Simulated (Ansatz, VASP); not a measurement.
## One calculation of BaCdPtC6N6, two programs

```
CELL_PARAMETERS angstrom
0.00000 5.18450 5.18450
5.18450 0.00000 5.18450
5.18450 5.18450 0.00000
ATOMIC_POSITIONS crystal
Ba 0.75000 0.75000 0.75000
Cd 0.50000 0.50000 0.50000
Pt 0.00000 0.00000 0.00000
C 0.81512 0.18488 0.18488
C 0.18488 0.18488 0.81512
C 0.81512 0.18488 0.81512
C 0.18488 0.81512 0.81512
C 0.81512 0.81512 0.18488
C 0.18488 0.81512 0.18488
N 0.70229 0.29771 0.29771
N 0.29771 0.29771 0.70229
N 0.70229 0.29771 0.70229
N 0.29771 0.70229 0.70229
N 0.70229 0.70229 0.29771
N 0.29771 0.70229 0.29771
```

Alike in both runs: task single point; functional PBE; k mesh 4 × 4 × 4; occupations gaussian, width 0.1 eV; no spin polarisation.

```csv
,VASP,Ansatz
version,VASP 6.6.1,Ansatz 0.2.0
potentials or method,"VASP PAW PBE potentials, release 64 (Ba_sv, Cd, Pt, C, N), cutoff 520 eV","scalar-relativistic, plane waves, PAW"
valence electrons in the cell,86,102
```

|  | VASP | Ansatz | Ansatz less VASP |
| --- | --- | --- | --- |
| gap on the k mesh at the Fermi level (eV) | none | none | - |
| pressure (GPa) | 15.0 | 14.3 | -0.67 |
| rms of the force components (eV/Å) | 0.776 | 0.924 | +0.1482 |

Atom by atom the forces differ by 0.151 eV/Å (rms over components). A gap of «none» marks a metal or a gap that the smearing closes. The functional is the same, so the differences come from potentials, cutoffs and numerics. VASP's potentials hold 86 valence electrons a cell and Ansatz's 102, so a difference there can come from the potentials and not from the codes.

Spin-orbit coupling is off throughout. Noted on VASP's run: the standard files for N, O and F lose accuracy on very short bonds.
